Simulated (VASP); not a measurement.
# Rh (Fm-3m) in VASP: notebook

The runs below take Rh through single point, relaxation of cell and atoms, with revPBE.

All numbers are computed with VASP 6.6.1; they aren't measurements. Logs are shortened: lines on timing, memory, paths and dates and some standing lists are left out, and cuts for length are marked.

## Step 1: The cell of the first run

The structure is cubic, space group Fm-3m (No. 225). Conventional cell: a = 3.847 Å, b = 3.847 Å, c = 3.847 Å, α = 90.00°, β = 90.00°, γ = 90.00°. Rh (site symmetry m-3m) has 12 Rh at 2.72 Å within 3.6 Å.

## Step 2: Single point, revPBE, collinear spin, ferromagnetic start

Input file INCAR:

```
PREC = Accurate ; ENCUT = 520
EDIFF = 1E-7 ; ISMEAR = -1
SIGMA = 0.05 ; LREAL = F
LASPH = T ; NELM = 150
ALGO = Normal ; ISIF = 2
LWAVE = F ; LCHARG = T
ISPIN = 2 ; MAGMOM = 1
LORBIT = 11 ; LMAXMIX = 4
GGA = RE ; LELF = T
LVHAR = T ; NBANDS = 18
```

Input file KPOINTS:

```
Automatic mesh
0
Gamma
  14 14 14
```

Input file POSCAR:

```
Rh
1.0
    0.0000000000      1.9236023117      1.9236023117
    1.9236023117      0.0000000000      1.9236023117
    1.9236023117      1.9236023117      0.0000000000
Rh
1
Direct
    0.0000000000      0.0000000000      0.0000000000
```

Potentials or basis: VASP PAW PBE potentials, release 64 (Rh_pv).

The run is started by

```bash
$ cat potpaw_PBE.64/Rh_pv/POTCAR > POTCAR
$ mpirun -np 1 vasp_std > vasp.out
```

OUTCAR:

```text
PREC = Accurate
   ENCUT = 520
   EDIFF = 1E-7
   ISMEAR = -1
   LREAL = F
   LASPH = T
   NELM = 150
   ISIF = 2
   ISPIN = 2
   LORBIT = 11
   GGA = RE

 ion  position               nearest neighbor table
   1  0.000  0.000  0.000-

  LATTYP: Found a face centered cubic cell.
 ALAT       =     3.8472046234

  Lattice vectors:

 A1 = (   0.0000000000,   1.9236023117,   1.9236023117)
 A2 = (   1.9236023117,   0.0000000000,   1.9236023117)
 A3 = (   1.9236023117,   1.9236023117,   0.0000000000)

Analysis of symmetry for initial positions (statically):
=====================================================================
 Subroutine PRICEL returns:
 Original cell was already a primitive cell.

 Routine SETGRP: Setting up the symmetry group for a
 face centered cubic supercell.

 Subroutine GETGRP returns: Found 48 space group operations
 (whereof 48 operations were pure point group operations)
 out of a pool of 48 trial point group operations.

The static configuration has the point symmetry O_h .

Analysis of symmetry for dynamics (positions and initial velocities):
=====================================================================
 Subroutine PRICEL returns:
 Original cell was already a primitive cell.

 Routine SETGRP: Setting up the symmetry group for a
 face centered cubic supercell.

 Subroutine GETGRP returns: Found 48 space group operations
 (whereof 48 operations were pure point group operations)
 out of a pool of 48 trial point group operations.

The dynamic configuration has the point symmetry O_h .

Analysis of structural, dynamic, and magnetic symmetry:
=====================================================================
 Subroutine PRICEL returns:
 Original cell was already a primitive cell.

 Routine SETGRP: Setting up the symmetry group for a
 face centered cubic supercell.

 Subroutine GETGRP returns: Found 48 space group operations
 (whereof 48 operations were pure point group operations)
 out of a pool of 48 trial point group operations.

The overall configuration has the point symmetry O_h .

 Subroutine INISYM returns: Found 48 space group operations
 (whereof 48 operations are pure point group operations),
 and found     1 'primitive' translations

----------------------------------------------------------------------------------------

                                     Primitive cell

  volume of cell :      14.2356

  direct lattice vectors                    reciprocal lattice vectors
     0.000000000  1.923602312  1.923602312    -0.259928987  0.259928987  0.259928987
[... 92 lines left out ...]
   POTIM  = 0.5000    time-step for ionic-motion
   TEBEG  =    0.0;   TEEND  =   0.0 temperature during run
   PSTRESS=    0.0 pullay stress
   NELECT =      15.0000    total number of electrons
   NUPDOWN=      -1.0000    fix difference up-down
   EMIN   =  10.00;   EMAX   =-10.00  energy-range for DOS
   EFERMI =   0.00;   METHOD = LEGACY
   ISMEAR =    -1;   SIGMA  =   0.05  broadening in eV -4-tet -1-fermi 0-gaus
   EFERMI_NEDOS =   21; number of points for ismear=-14 and -15
   IALGO  =     38    algorithm
   IMIX   =      4    mixing-type and parameters
     AMIX     =   0.40;   BMIX     =  1.00
     AMIX_MAG =   1.60;   BMIX_MAG =  1.00
  volume/ion in A,a.u.               =      14.24        96.07
  Fermi-wavevector in a.u.,A,eV,Ry     =   1.665891  3.148078 37.758799  2.775193
  Thomas-Fermi vector in A             =   2.752182
   LORBIT       =     11    0 simple, 1 ext, 2 COOP (PROOUT), +10 PAW based schemes
   GGA     = RE    functional components
   LHFCALC =     F    Hartree Fock is set to
   AEXX    =    0.0000 exact exchange contribution
   IVDW    =     0    specifies the selected vdW correction
   LEPSILON=     F    determine dielectric tensor
   LRPA    =     F    only Hartree local field effects (RPA)
 spin polarized calculation
  energy-cutoff  :      520.00
  volume of cell :       14.24
 maximum number of plane-waves:       393
   NGX = 11   NGY = 11   NGZ = 11

 number of electron      14.9999999 magnetization       0.0000258

 number of electron      14.9999999 magnetization      -0.0000098

 Free energy of the ion-electron system (eV)
  ---------------------------------------------------
  ext. energy  EPLUGINS =         0.00000000
  ---------------------------------------------------
  free energy    TOTEN  =        -6.75609438 eV

  energy without entropy =       -6.74540557  energy(sigma->0) =       -6.75074998

 E-fermi :  11.3251     XC(G=0): -13.7343

 val. band max:       11.3076996090   @ k =  -0.2857   0.3571   0.0714
 cond. band min:      11.3404303160   @ k =   0.4286   0.2857   0.0714
 fundamental gap:      0.0327307071
 Fermi energy:        11.3250870901

 spin component 1

 k-point     1 :       0.0000    0.0000    0.0000
  band No.  band energies     occupation
      1     -34.9711      1.00000
      2     -34.9711      1.00000
      3     -34.9711      1.00000
      4       3.6614      1.00000
      5       8.4353      1.00000
      6       8.4353      1.00000
[... 493 lines left out ...]
     17      40.2644      0.00000
     18      43.6950      0.00000

 [... further k-points ...]

 spin component 2

 k-point     1 :       0.0000    0.0000    0.0000
  band No.  band energies     occupation
      1     -34.9711      1.00000
      2     -34.9711      1.00000
      3     -34.9711      1.00000
      4       3.6614      1.00000
      5       8.4352      1.00000
      6       8.4352      1.00000
[... 493 lines left out ...]
     17      40.2644      0.00000
     18      43.6950      0.00000

 [... further k-points ...]
[... 5 lines left out ...]
  --------------------------------------------------------------------------------------
  -------------------------------------------------------------------------------------
  Total        0.0116735      0.0116735      0.0116735      0.0000000      0.0000000     -0.0000000
  in kB        1.3138147      1.3138147      1.3138147      0.0000000      0.0000000     -0.0000000
  external PRESSURE =       1.3138147 kB  Pullay stress =       0.0000000 kB

 VOLUME and BASIS-vectors are now :
 -----------------------------------------------------------------------------
  energy-cutoff  :      520.00
  volume of cell :       14.24
      direct lattice vectors                 reciprocal lattice vectors
     0.000000000  1.923602312  1.923602312    -0.259928987  0.259928987  0.259928987
     1.923602312  0.000000000  1.923602312     0.259928987 -0.259928987  0.259928987
     1.923602312  1.923602312  0.000000000     0.259928987  0.259928987 -0.259928987

 POSITION                                       TOTAL-FORCE (eV/Angst)
 -----------------------------------------------------------------------------------
      0.00000      0.00000      0.00000         0.000000      0.000000      0.000000
 -----------------------------------------------------------------------------------
    total drift:                                0.000000     -0.000000      0.000000

  FREE ENERGIE OF THE ION-ELECTRON SYSTEM (eV)
  ---------------------------------------------------
  free  energy   TOTEN  =        -6.7560943835 eV

  energy  without entropy=       -6.7454055734  energy(sigma->0) =       -6.75074998

 total charge

# of ion       s       p       d       tot
------------------------------------------
    1        0.399   6.276   7.058  13.733

 magnetization (x)

# of ion       s       p       d       tot
------------------------------------------
    1        0.000   0.000  -0.000  -0.000
```

stdout:

```text
POSCAR found type information on POSCAR Rh
 POSCAR found :  1 types and       1 ions
 scaLAPACK will be used
 -----------------------------------------------------------------------------
|                                                                             |
|                                                                             |
|     You enforced a specific xc type in the INCAR file but a different       |
|     I HOPE YOU KNOW WHAT YOU ARE DOING!                                     |
|                                                                             |
 -----------------------------------------------------------------------------

 LDA part: xc-table for (Slater+PW92), standard interpolation
 POSCAR, INCAR and KPOINTS ok, starting setup
 FFT: planning ... GRIDC
 FFT: planning ... GRID_SOFT
 FFT: planning ... GRID
 WAVECAR not read
 entering main loop
```

It took 75 s on 1 thread of Intel Xeon 8259CL, shared host; peak memory 0.16 GiB.

Results:

```yaml
Free_energy: -6.7561 eV
Pressure: 0.1 GPa
Net_moment: 0.00 μB per cell
Valence_electrons_inside_the_program's_atomic_spheres: Rh 13.73
```

Caveat: the PAW data sets were made with another functional, which shifts forces and pressure a little.

## Step 3: Relaxation of cell and atoms, revPBE, collinear spin, ferromagnetic start

This run uses another cell than the first one, of 13.75 Å³/atom.

Input file INCAR:

```
SYSTEM = Rh
  ALGO = Normal
  EDIFF = 1E-7
  EDIFFG = -0.01
  ENCUT = 600
  GGA = RE
  IBRION = 2
  ISIF = 3
  ISMEAR = -1
  ISPIN = 2
  LASPH = .True.
  LCHARG = .False.
  LMAXMIX = 4
  LORBIT = 11
  LREAL = .False.
  LWAVE = .False.
  MAGMOM = 1
  NELM = 150
  NSW = 80
  PREC = Accurate
  SIGMA = 0.05
```

Input file KPOINTS:

```
k-points
0
Gamma
  14 14 14
  0 0 0
```

Input file POSCAR:

```
Rh
1.0
    0.0000000000      1.9015500000      1.9015500000
    1.9015500000      0.0000000000      1.9015500000
    1.9015500000      1.9015500000      0.0000000000
Rh
1
Direct
    0.0000000000      0.0000000000      0.0000000000
```

Potentials or basis: VASP PAW PBE potentials, release 64 (Rh_pv).

The run is started by

```bash
$ cat potpaw_PBE.64/Rh_pv/POTCAR > POTCAR
$ mpirun -np 1 vasp_std > vasp.out
```

Wall time 3.2 min (1 thread of Intel Xeon 8259CL, shared host); peak memory 0.18 GiB.

It converged, with:

```
Free energy                                           : -6.7557 eV
Relaxed volume                                        : 14.23 Å³/atom
Relaxed cell                                          : a = 2.720 Å, b = 2.720 Å, c = 2.720 Å, α = 60.00°, β = 60.00°, γ = 60.00°
Space group after relaxing (to 0.1 Å)                 : Fm-3m (No. 225)
Energy gained by relaxing                             : 13.3 meV/atom
Ionic steps                                           : 4
Pressure after relaxing                               : 0.0 GPa
Net moment                                            : 0.00 μB per cell
Valence electrons inside the program's atomic spheres : Rh 13.73
```

Step by step:
| step | energy change (eV) | largest force (eV/Å) | pressure (GPa) | volume (Å³) |
| --- | --- | --- | --- | --- |
| 1 | 0.0000 | 0.0000 | 9.16 | 13.75 |
| 2 | 0.0459 | 0.0000 | -15.27 | 15.38 |
| 3 | -0.0133 | 0.0000 | -0.22 | 14.25 |
| 4 | -0.0133 | 0.0000 | -0.01 | 14.23 |

Final structure:
```cif
data_structure
_symmetry_space_group_name_H-M 'P 1'
_symmetry_Int_Tables_number 1
_cell_length_a 2.7203
_cell_length_b 2.7203
_cell_length_c 2.7203
_cell_angle_alpha 60.000
_cell_angle_beta 60.000
_cell_angle_gamma 60.000
_cell_volume 14.23
loop_
_atom_site_label
_atom_site_type_symbol
_atom_site_fract_x
_atom_site_fract_y
_atom_site_fract_z
_atom_site_occupancy
Rh1 Rh 0.00000 0.00000 0.00000 1
```

Levels at points of the mesh, in eV from the Fermi level:
Spin up:
```
           k point  band 5  band 6  band 7  band 8  band 9  band 10
(0.00, 0.00, 0.00)   -2.89   -2.89   -2.89   -0.92   -0.92    16.03
(0.50, 0.00, 0.00)   -2.96   -2.96    0.55    0.55    0.80     8.33
(0.50, 0.50, 0.00)   -5.61    0.52    0.95    0.95    3.26    11.87
```
Spin down:
```csv
k point,band 4,band 5,band 6,band 7,band 8,band 9,band 10,band 11
"(0.00, 0.00, 0.00)",-7.66,-2.89,-2.89,-2.89,-0.92,-0.92,16.03,20.72
"(0.50, 0.00, 0.00)",-5.80,-2.96,-2.96,0.55,0.55,0.80,8.33,15.52
"(0.50, 0.50, 0.00)",-5.97,-5.61,0.52,0.95,0.95,3.26,11.87,13.16
```

Caveat: the PAW data sets were made with another functional, which shifts forces and pressure a little. revPBE gives volumes clearly too large for solids.

## Step 4: Single point, revPBE, collinear spin, ferromagnetic start (12.53 Å³/atom)

This run uses another cell than the first one, of 12.53 Å³/atom.

Input file INCAR:

```
SYSTEM = Rh
PREC = Accurate ; ENCUT = 520
EDIFF = 1E-6 ; ISMEAR = -1
SIGMA = 0.05 ; LREAL = .False.
LASPH = .True. ; NELM = 150
ALGO = Normal ; ISIF = 2
LWAVE = .False. ; LCHARG = .False.
ISPIN = 2 ; MAGMOM = 1
LORBIT = 11 ; LMAXMIX = 4
GGA = RE ; NBANDS = 18
```

Input file KPOINTS:

```
Automatic mesh
0
Gamma
  23 23 23
  0 0 0
```

Input file POSCAR:

```
Rh
1.0
    0.0000000000      1.8433572627      1.8433572627
    1.8433572627      0.0000000000      1.8433572627
    1.8433572627      1.8433572627      0.0000000000
Rh
1
Direct
    0.0000000000      0.0000000000      0.0000000000
```

The run is started by

```bash
$ cat potpaw_PBE.64/Rh_pv/POTCAR > POTCAR
$ mpirun -np 1 vasp_std > vasp.out
```

Run time: 2.2 min. Hardware: 1 thread of Intel Xeon 8259CL, shared host; peak memory 0.23 GiB.

It converged, with:

- Free energy: -6.5512 eV
- Pressure: 43.4 GPa
- Net moment: 0.00 μB per cell
- Valence electrons inside the program's atomic spheres: Rh 13.98

Levels at points of the mesh, in eV from the Fermi level:
Spin up:
```tsv
k point	band 4	band 5	band 6	band 7	band 8	band 9	band 10	band 11
(0.00, 0.00, 0.00)	-8.62	-3.54	-3.54	-3.54	-1.13	-1.13	15.89	20.30
```
Spin down:
```tsv
k point	band 3	band 4	band 5	band 6	band 7	band 8	band 9	band 10	band 11	band 12
(0.00, 0.00, 0.00)	-46.54	-8.62	-3.54	-3.54	-3.54	-1.13	-1.13	15.89	20.30	21.91
```

Caveat: the cell stands under pressure; the PAW data sets were made with another functional, which shifts forces and pressure a little.

## Step 5: Single point, revPBE, collinear spin, ferromagnetic start (13.10 Å³/atom)

This run uses another cell than the first one, of 13.10 Å³/atom.

Input file INCAR:

```
  ALGO = Normal
  EDIFF = 1E-7
  ENCUT = 520
  GGA = RE
  ISIF = 2
  ISMEAR = -1
  ISPIN = 2
  LASPH = True
  LCHARG = False
  LMAXMIX = 4
  LORBIT = 11
  LREAL = False
  LWAVE = False
  MAGMOM = 1
  NBANDS = 18
  NELM = 150
  PREC = Accurate
  SIGMA = 0.05
```

Input file KPOINTS:

```
k-points
0
Gamma
  23 23 23
```

Input file POSCAR:

```
Rh
1.0
    0.0000000000      1.8708741144      1.8708741144
    1.8708741144      0.0000000000      1.8708741144
    1.8708741144      1.8708741144      0.0000000000
Rh
1
Direct
    0.0000000000      0.0000000000      0.0000000000
```

The run is started by

```bash
$ cat potpaw_PBE.64/Rh_pv/POTCAR > POTCAR
$ mpirun -np 1 vasp_std > vasp.out
```

Run time: 2.7 min. Hardware: 1 thread of Intel Xeon 8259CL, shared host; peak memory 0.23 GiB.

The run converged. Its results:

| Quantity | Value |
| --- | --- |
| Free energy | -6.6723 eV |
| Pressure | 25.3 GPa |
| Net moment | 0.00 μB per cell |
| Valence electrons inside the program's atomic spheres | Rh 13.89 |

Levels at points of the mesh, in eV from the Fermi level:
Spin up:
| k point | band 5 | band 6 | band 7 | band 8 | band 9 | band 10 |
| --- | --- | --- | --- | --- | --- | --- |
| (0.00, 0.00, 0.00) | -3.31 | -3.31 | -3.31 | -1.06 | -1.06 | 15.96 |
Spin down:
```tsv
k point	band 5	band 6	band 7	band 8	band 9	band 10
(0.00, 0.00, 0.00)	-3.31	-3.31	-3.31	-1.06	-1.06	15.96
```

Caveat: the cell stands under pressure; the PAW data sets were made with another functional, which shifts forces and pressure a little.

## Step 6: Single point, revPBE, collinear spin, ferromagnetic start (13.67 Å³/atom)

This run uses another cell than the first one, of 13.67 Å³/atom.

Input file INCAR:

```
SYSTEM = Rh
PREC     = Accurate       ! precision mode
ENCUT    = 520            ! plane-wave cutoff, eV
EDIFF    = 1E-6           ! SCF threshold, eV
ISMEAR   = -1             ! smearing method
SIGMA    = 0.05           ! smearing width, eV
LREAL    = .FALSE.        ! projectors in reciprocal space
LASPH    = .TRUE.         ! aspherical terms in the spheres
NELM     = 150            ! most SCF steps
ALGO     = Normal         ! electronic algorithm
ISIF     = 2              ! what is computed and relaxed
LWAVE    = .FALSE.        ! write WAVECAR
LCHARG   = .FALSE.        ! write CHGCAR
ISPIN    = 2              ! spin polarisation
MAGMOM   = 1              ! initial moments
LORBIT   = 11             ! projections on sites
LMAXMIX  = 4              ! l up to which the mixer works
GGA      = RE             ! functional
NBANDS   = 18             ! bands
```

Input file KPOINTS:

```
regular mesh
0
G
  23 23 23
  0 0 0
```

Input file POSCAR:

```
Rh
1.0
    0.0000000000      1.8976044989      1.8976044989
    1.8976044989      0.0000000000      1.8976044989
    1.8976044989      1.8976044989      0.0000000000
Rh
1
Direct
    0.0000000000      0.0000000000      0.0000000000
```

Potentials or basis: VASP PAW PBE potentials, release 64 (Rh_pv).

The run is started by

```bash
$ cat potpaw_PBE.64/Rh_pv/POTCAR > POTCAR
$ mpirun -np 1 vasp_std > vasp.out
```

Run time: 3.2 min. Hardware: 1 thread of Intel Xeon 8259CL, shared host; peak memory 0.23 GiB.

The run converged. Its results:

| Item | Value |
| --- | --- |
| Free energy | -6.7363 eV |
| Pressure | 11.1 GPa |
| Net moment | 0.00 μB per cell |
| Valence electrons inside the program's atomic spheres | Rh 13.80 |

Levels at points of the mesh, in eV from the Fermi level:
Spin up:
```csv
k point,band 5,band 6,band 7,band 8,band 9,band 10
"(0.00, 0.00, 0.00)",-3.10,-3.10,-3.10,-1.00,-1.00,16.00
```
Spin down:
| k point | band 5 | band 6 | band 7 | band 8 | band 9 | band 10 |
| --- | --- | --- | --- | --- | --- | --- |
| (0.00, 0.00, 0.00) | -3.10 | -3.10 | -3.10 | -1.00 | -1.00 | 16.00 |

Caveat: the cell stands under pressure; the PAW data sets were made with another functional, which shifts forces and pressure a little.

## Step 7: Overview

```csv
task,cell,k mesh,cutoff (eV),gap on the mesh (eV),pressure (GPa),moment (μB)
single point,"a = 2.720 Å, angles 60.0°, 1 atom",14 × 14 × 14,520,none,0.1,0.00
relaxation of cell and atoms,"relaxed from a = 2.689 Å, angles 60.0°, 1 atom",14 × 14 × 14,600,none,0.0,0.00
single point,"a = 2.607 Å, angles 60.0°, 1 atom",23 × 23 × 23,520,none,43.4,0.00
single point,"a = 2.646 Å, angles 60.0°, 1 atom",23 × 23 × 23,520,none,25.3,0.00
single point,"a = 2.684 Å, angles 60.0°, 1 atom",23 × 23 × 23,520,none,11.1,0.00
```

Alike in all rows: level revPBE; potentials or basis VASP PAW PBE potentials, release 64 (Rh_pv); spin collinear, ferromagnetic start; smearing fermi-dirac 0.05 eV.

Caveats: the PAW data sets were made with another functional, which shifts forces and pressure a little; the cell stands under pressure (at least some runs).

Total energies depend on the potentials used, so only differences within one code and one set of settings carry meaning.

The gap in the log of VASP goes by the Fermi energy; the results here count the filled bands.